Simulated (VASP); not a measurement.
# Hf2S (P6_3/mmc) in VASP: a series of runs, part 2 of 2

VASP 6.6.1. Earlier steps stand in the parts before.

## (4) Single point, r2SCAN

This run uses another cell than the first one, of 19.26 Å³/atom, 1.008 times its volume.

File POSCAR:

```
Hf2S
1.0
    3.3742737662      0.0000000000      0.0000000000
   -1.6871368831      2.9222068008      0.0000000000
    0.0000000000      0.0000000000     11.7174070300
Hf S
4 2
Direct
    0.6666666700      0.3333333300      0.8998116400
    0.3333333300      0.6666666700      0.3998116400
    0.6666666700      0.3333333300      0.6001883600
    0.3333333300      0.6666666700      0.1001883600
    0.0000000000      0.0000000000      0.7500000000
    0.0000000000      0.0000000000      0.2500000000
```

File INCAR.step1:

```
SYSTEM = Hf2S
PREC = Accurate
ENCUT = 520
ISMEAR = 0
SIGMA = 0.1
LREAL = .FALSE.
LASPH = .TRUE.
NELM = 60
NBANDS = 35
GGA = PE
ALGO = Normal
EDIFF = 1E-4
LWAVE = .TRUE.
LCHARG = .FALSE.
```

File INCAR.step2:

```
SYSTEM = Hf2S
PREC = Accurate
ENCUT = 520
EDIFF = 1E-7
ISMEAR = 0
SIGMA = 0.1
LREAL = .FALSE.
LASPH = .TRUE.
NELM = 60
ALGO = Normal
ISIF = 2
LWAVE = .FALSE.
LCHARG = .TRUE.
METAGGA = R2SCAN
LMIXTAU = .TRUE.
LELF = .TRUE.
LVHAR = .TRUE.
NBANDS = 35
ISTART = 1
```

File KPOINTS:

```
regular mesh
0
G
  6 6 2
  0 0 0
```

Launch:

```
$ cat potpaw_PBE.64/Hf_pv/POTCAR potpaw_PBE.64/S/POTCAR > POTCAR
$ cp INCAR.step1 INCAR
$ mpirun -np 1 vasp_std > vasp.out
$ cp INCAR.step2 INCAR
$ mpirun -np 1 vasp_std > vasp.out
```

Wall time 5.2 min (1 thread of AMD EPYC 7R43 (Zen 3), shared host); peak memory 0.26 GiB.

The run converged. Its results:

| Quantity | Value |
| --- | --- |
| Free energy | -203.7165 eV |
| Pressure | -0.1 GPa |
| Largest force | 0.048 eV/Å |
| Band gap on the k mesh | zero (band 26 reaches 6.96 eV, above the bottom of band 27 at 6.06 eV) |

Forces in eV/Å, atoms in the order of the input:
```
Hf   0.000  0.000 -0.048
Hf   0.000  0.000 -0.048
Hf   0.000  0.000  0.048
Hf   0.000  0.000  0.048
S    0.000  0.000  0.000
S    0.000  0.000  0.000
```

Stress tensor (GPa, compression positive):
```
 0.04  0.00  0.00
 0.00  0.04  0.00
 0.00  0.00 -0.28
```

Levels at points of the mesh, in eV from the Fermi level:
```csv
k point,band 23,band 24,band 25,band 26,band 27,band 28,band 29,band 30
"(0.00, 0.00, 0.00)",-1.87,-0.26,0.08,0.53,0.53,0.63,0.63,0.93
"(0.50, 0.00, 0.00)",-1.96,-1.46,-1.45,-0.96,-0.36,0.96,1.18,2.60
"(0.00, 0.00, 0.50)",-1.31,-1.31,0.48,0.48,0.48,0.48,1.52,1.52
"(0.50, 0.00, 0.50)",-1.87,-1.87,-1.24,-1.24,0.45,0.45,1.52,1.52
```

Caveat: the PAW data sets were made with another functional, which shifts forces and pressure a little; spin-orbit coupling is left out, which moves the levels of the heavy elements.

## (5) Single point, r2SCAN

This run uses another cell than the first one, of 19.38 Å³/atom, 1.014 times its volume.

File POSCAR:

```
Hf2S
1.0
    3.3814293659      0.0000000000      0.0000000000
   -1.6907146829      2.9284037319      0.0000000000
    0.0000000000      0.0000000000     11.7409507849
Hf S
4 2
Direct
    0.6666666667      0.3333333333      0.8997311430
    0.3333333333      0.6666666667      0.3997311430
    0.6666666667      0.3333333333      0.6002688570
    0.3333333333      0.6666666667      0.1002688570
    0.0000000000      0.0000000000      0.7500000000
    0.0000000000      0.0000000000      0.2500000000
```

File INCAR.step1:

```
PREC     = Accurate       # precision mode
ENCUT    = 520            # plane-wave cutoff, eV
ISMEAR   = 0              # smearing method
SIGMA    = 0.1            # smearing width, eV
LREAL    = False          # projectors in reciprocal space
LASPH    = True           # aspherical terms in the spheres
NELM     = 60             # most SCF steps
NBANDS   = 35             # bands
GGA      = PE             # functional
ALGO     = Normal         # electronic algorithm
EDIFF    = 1E-4           # SCF threshold, eV
LWAVE    = True           # write WAVECAR
LCHARG   = False          # write CHGCAR
```

File INCAR.step2:

```
PREC     = Accurate       # precision mode
ENCUT    = 520            # plane-wave cutoff, eV
EDIFF    = 1E-6           # SCF threshold, eV
ISMEAR   = 0              # smearing method
SIGMA    = 0.1            # smearing width, eV
LREAL    = False          # projectors in reciprocal space
LASPH    = True           # aspherical terms in the spheres
NELM     = 60             # most SCF steps
ALGO     = Normal         # electronic algorithm
ISIF     = 2              # what is computed and relaxed
LWAVE    = False          # write WAVECAR
LCHARG   = False          # write CHGCAR
METAGGA  = R2SCAN         # meta-GGA
LMIXTAU  = True         
NBANDS   = 35             # bands
ISTART   = 1
```

File KPOINTS:

```
regular mesh
0
Gamma
  12 12 4
```

Potentials or basis: VASP PAW PBE potentials, release 64 (Hf_pv, S).

Launch:

```
$ cat potpaw_PBE.64/Hf_pv/POTCAR potpaw_PBE.64/S/POTCAR > POTCAR
$ cp INCAR.step1 INCAR
$ mpirun -np 1 vasp_std > vasp.out
$ cp INCAR.step2 INCAR
$ mpirun -np 1 vasp_std > vasp.out
```

OUTCAR:

```text
PREC = Accurate
   ENCUT = 520
   EDIFF = 1E-6
   ISMEAR = 0
   LREAL = False
   LASPH = True
   NELM = 60
   ISIF = 2
   METAGGA = R2SCAN
   ISTART = 1

 ion  position               nearest neighbor table
   1  0.667  0.333  0.900-   5 2.63   5 2.63   5 2.63   4 3.06   4 3.06   4 3.06   3 3.52
   2  0.333  0.667  0.400-   6 2.63   6 2.63   6 2.63   3 3.06   3 3.06   3 3.06   4 3.52
   3  0.667  0.333  0.600-   5 2.63   5 2.63   5 2.63   2 3.06   2 3.06   2 3.06   1 3.52
   4  0.333  0.667  0.100-   6 2.63   6 2.63   6 2.63   1 3.06   1 3.06   1 3.06   2 3.52
   5  0.000  0.000  0.750-   1 2.63   3 2.63   1 2.63   3 2.63   1 2.63   3 2.63
   6  0.000  0.000  0.250-   2 2.63   4 2.63   2 2.63   4 2.63   2 2.63   4 2.63

  LATTYP: Found a hexagonal cell.
 ALAT       =     3.3814293659
 C/A-ratio  =     3.4721857281

  Lattice vectors:

 A1 = (   3.3814293659,   0.0000000000,   0.0000000000)
 A2 = (  -1.6907146829,   2.9284037319,   0.0000000000)
 A3 = (   0.0000000000,   0.0000000000,  11.7409507849)

Analysis of symmetry for initial positions (statically):
=====================================================================
 Subroutine PRICEL returns:
[... 187 lines left out ...]
 Fermi energy:         6.4961840192

 k-point     1 :       0.0000    0.0000    0.0000
  band No.  band energies     occupation
      1     -26.1659      2.00000
      2     -26.0505      2.00000
      3     -25.7105      2.00000
      4     -25.6327      2.00000
      5     -25.6327      2.00000
      6     -25.6235      2.00000
[... 901 lines left out ...]
     34       9.5761      0.00000
     35      10.0043      0.00000

 [... further k-points ...]

------------------------ aborting loop because EDIFF is reached ----------------------------------------

  FORCE on cell =-STRESS in cart. coord.  units (eV):
  Direction    XX          YY          ZZ          XY          YZ          ZX
  --------------------------------------------------------------------------------------
  -------------------------------------------------------------------------------------
  Total       -0.6013552     -0.6013552     -0.7096683     -0.0000000     -0.0000000     -0.0000000
  in kB       -8.2871864     -8.2871864     -9.7798333     -0.0000000     -0.0000000     -0.0000000
  external PRESSURE =      -8.7847353 kB  Pullay stress =       0.0000000 kB

 VOLUME and BASIS-vectors are now :
 -----------------------------------------------------------------------------
  energy-cutoff  :      520.00
  volume of cell :      116.26
      direct lattice vectors                 reciprocal lattice vectors
     3.381429366  0.000000000  0.000000000     0.295732926  0.170741484  0.000000000
    -1.690714683  2.928403732  0.000000000     0.000000000  0.341482969  0.000000000
     0.000000000  0.000000000 11.740950785     0.000000000  0.000000000  0.085171978

 POSITION                                       TOTAL-FORCE (eV/Angst)
 -----------------------------------------------------------------------------------
      1.69071      0.97613     10.56370         0.000000      0.000000     -0.009748
     -0.00000      1.95227      4.69322         0.000000     -0.000000     -0.009748
      1.69071      0.97613      7.04773        -0.000000      0.000000      0.009748
     -0.00000      1.95227      1.17725        -0.000000     -0.000000      0.009748
      0.00000      0.00000      8.80571         0.000000     -0.000000      0.000000
      0.00000      0.00000      2.93524         0.000000      0.000000      0.000000
 -----------------------------------------------------------------------------------
    total drift:                                0.000000      0.000000     -0.000000

  FREE ENERGIE OF THE ION-ELECTRON SYSTEM (eV)
  ---------------------------------------------------
  free  energy   TOTEN  =      -203.6969862682 eV

  energy  without entropy=     -203.6834183105  energy(sigma->0) =     -203.69020229
```

OSZICAR.step1:

```text
N       E                     dE             d eps       ncg     rms          rms(c)
DAV:   1     0.243166594666E+03    0.24317E+03   -0.27998E+04  4038   0.141E+03
DAV:   2    -0.386552293744E+02   -0.28182E+03   -0.27109E+03  4748   0.343E+02
DAV:   3    -0.560412294623E+02   -0.17386E+02   -0.17028E+02  5286   0.566E+01
DAV:   4    -0.563797763787E+02   -0.33855E+00   -0.33663E+00  4996   0.875E+00
DAV:   5    -0.563863303662E+02   -0.65540E-02   -0.65450E-02  5131   0.111E+00    0.974E+01
DAV:   6    -0.545674924873E+02    0.18188E+01   -0.29628E+00  4628   0.750E+00    0.585E+01
DAV:   7    -0.542014627830E+02    0.36603E+00   -0.31470E+00  4562   0.772E+00    0.529E+00
DAV:   8    -0.541367347014E+02    0.64728E-01   -0.46406E-01  4564   0.289E+00    0.154E+00
DAV:   9    -0.541359844373E+02    0.75026E-03   -0.18970E-02  5218   0.648E-01    0.742E-01
DAV:  10    -0.541356087384E+02    0.37570E-03   -0.24588E-03  4612   0.229E-01    0.276E-01
DAV:  11    -0.541356078682E+02    0.87022E-06   -0.34024E-04  4384   0.779E-02
   1 F= -.54135608E+02 E0= -.54128126E+02  d E =-.149637E-01
```

Run time: 14 min. Hardware: 1 thread of AMD EPYC 7R43 (Zen 3), shared host; peak memory 0.36 GiB.

What came out:

```yaml
Free_energy: -203.6970 eV
Pressure: -0.9 GPa
Largest_force: 0.010 eV/Å
Band_gap_on_the_k_mesh: zero (band 26 reaches 6.91 eV, above the bottom of band 27 at 6.01 eV)
```

Forces in eV/Å, atoms in the order of the input:
```
Hf   0.000  0.000 -0.010
Hf   0.000  0.000 -0.010
Hf   0.000  0.000  0.010
Hf   0.000  0.000  0.010
S    0.000  0.000  0.000
S    0.000  0.000  0.000
```

Stress tensor (GPa, compression positive):
```
-0.83  0.00  0.00
 0.00 -0.83  0.00
 0.00  0.00 -0.98
```

Levels at points of the mesh, in eV from the Fermi level:
```tsv
k point	band 22	band 23	band 24	band 25	band 26	band 27	band 28	band 29	band 30	band 31
(0.00, 0.00, 0.00)	-3.26	-2.00	-0.37	-0.04	0.41	0.41	0.52	0.52	0.81	0.81
(0.50, 0.00, 0.00)	-2.60	-2.08	-1.58	-1.56	-1.08	-0.48	0.84	1.05	2.46	3.33
(0.00, 0.00, 0.50)	-3.81	-1.42	-1.42	0.36	0.36	0.36	0.36	1.39	1.39	1.59
(0.50, 0.00, 0.50)	-2.55	-1.98	-1.98	-1.36	-1.36	0.33	0.33	1.39	1.39	3.94
```

Caveat: the PAW data sets were made with another functional, which shifts forces and pressure a little; spin-orbit coupling is left out, which moves the levels of the heavy elements.

## (6) Overview

```csv
cell,k mesh,gap on the mesh (eV),pressure (GPa),largest force (eV/Å)
"a = 3.364, b = 3.364, c = 11.699 Å, angles 90.0, 90.0, 120.0°, 6 atoms",12 × 12 × 4,none,1.1,0.01
"a = 3.401, b = 3.401, c = 11.783 Å, angles 90.0, 90.0, 120.0°, 6 atoms",12 × 12 × 4,none,-2.9,0.01
"a = 3.374, b = 3.374, c = 11.717 Å, angles 90.0, 90.0, 120.0°, 6 atoms",6 × 6 × 2,none,-0.1,0.05
"a = 3.381, b = 3.381, c = 11.741 Å, angles 90.0, 90.0, 120.0°, 6 atoms",12 × 12 × 4,none,-0.9,0.01
```

Alike in all rows: task single point; level r2SCAN; potentials or basis VASP PAW PBE potentials, release 64 (Hf_pv, S); no spin polarisation; cutoff (eV) 520; smearing gaussian 0.1 eV.

Caveats: the PAW data sets were made with another functional, which shifts forces and pressure a little; spin-orbit coupling is left out, which moves the levels of the heavy elements.

Total energies depend on the potentials used, so only differences within one code and one set of settings carry meaning.
